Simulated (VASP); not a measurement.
A run of VASP 6.6.1:

INCAR

```
ALGO = Normal
EDIFF = 1E-6
ENCUT = 520
GGA = CA
ISIF = 2
ISMEAR = -1
LASPH = True
LCHARG = False
LREAL = False
LWAVE = False
NBANDS = 19
NELM = 80
PREC = Accurate
SIGMA = 0.1
```

KPOINTS

```
k-points
0
Gamma
  18 18 10
```

File POSCAR:

```
Ti
1.0
    2.2390338584      0.0000000000      0.0000000000
   -1.1195169292      1.9390602013      0.0000000000
    0.0000000000      0.0000000000      4.3682169468
Ti
2
Direct
    0.3333333333      0.6666666667      0.2500000000
    0.6666666667      0.3333333333      0.7500000000
```

Potentials or basis: VASP PAW LDA potentials, release 64 (Ti_sv).

Run with:

```sh
$ cat potpaw_LDA.64/Ti_sv/POTCAR > POTCAR
$ mpirun -np 1 vasp_std > vasp.out
```

Hardware: 1 thread of Intel Xeon 8259CL (shared host).

Q: Estimate the wall time of this run.

A: Run time: 2.2 min on 1 thread of Intel Xeon 8259CL, on a shared host, peak memory 0.18 GiB. Counts: scf iterations 14, k points 222.
